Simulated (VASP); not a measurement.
Wanted: the native input for a VASP 6.6.1 run.

| Item | Value |
| --- | --- |
| Task | single point |
| Functional | PBEsol |
| Potentials or basis | VASP PAW PBE potentials, release 64 (Gd, Mn_pv) |
| Cutoff | 520 eV |
| k mesh | 10 × 10 × 10 |
| Occupations | gaussian, width 0.05 eV |
| Spin | collinear spin, ferrimagnetic start |
| Starting moments | [7.89, -3.61] μB |
| Dipole correction | no |
| Further INCAR settings | ALGO = Normal; EDIFF = 1e-07; NBANDS = 26 |

The structure of GdMn lies in POSCAR:

```
GdMn
1.0
    3.4475309497      0.0000000000      0.0000000000
    0.0000000000      3.4475309497      0.0000000000
    0.0000000000      0.0000000000      3.4475309497
Gd Mn
1 1
Direct
    0.0000000000      0.0000000000      0.0000000000
    0.5000000000      0.5000000000      0.5000000000
```

These files were run (other wordings do the same):

INCAR

```
SYSTEM = GdMn
PREC     = Accurate       ! precision mode
ENCUT    = 520            ! plane-wave cutoff, eV
EDIFF    = 1E-7           ! SCF threshold, eV
ISMEAR   = 0              ! smearing method
SIGMA    = 0.05           ! smearing width, eV
LREAL    = .False.        ! projectors in reciprocal space
LASPH    = .True.         ! aspherical terms in the spheres
NELM     = 150            ! most SCF steps
ALGO     = Normal         ! electronic algorithm
ISIF     = 2              ! what is computed and relaxed
LWAVE    = .False.        ! write WAVECAR
LCHARG   = .False.        ! write CHGCAR
ISPIN    = 2              ! spin polarisation
MAGMOM   = 7.89 -3.61     ! initial moments
LORBIT   = 11             ! projections on sites
LMAXMIX  = 6              ! l up to which the mixer works
GGA      = PS             ! functional
NBANDS   = 26             ! bands
```

KPOINTS

```
regular mesh
0
Gamma
  10 10 10
  0 0 0
```

Potentials or basis: VASP PAW PBE potentials, release 64 (Gd, Mn_pv).

Launch:

```console
$ cat potpaw_PBE.64/Gd/POTCAR potpaw_PBE.64/Mn_pv/POTCAR > POTCAR
$ mpirun -np 1 vasp_std > vasp.out
```

It gave:

| Item | Value |
| --- | --- |
| Pressure | 0.1 GPa |
| Net moment | 4.15 μB per cell |
| Site moments | Gd +6.99; Mn -3.21 μB |
| Valence electrons inside the program's atomic spheres | Gd 15.29; Mn 11.58 |

Caveat: the PAW data sets were made with another functional, which shifts forces and pressure a little.

Run time: 11 min on 1 thread of Intel(R) Xeon(R) Platinum 8259CL CPU @ 2.50GHz (Skylake/Cascade Lake) (shared host), peak memory 0.25 GiB.
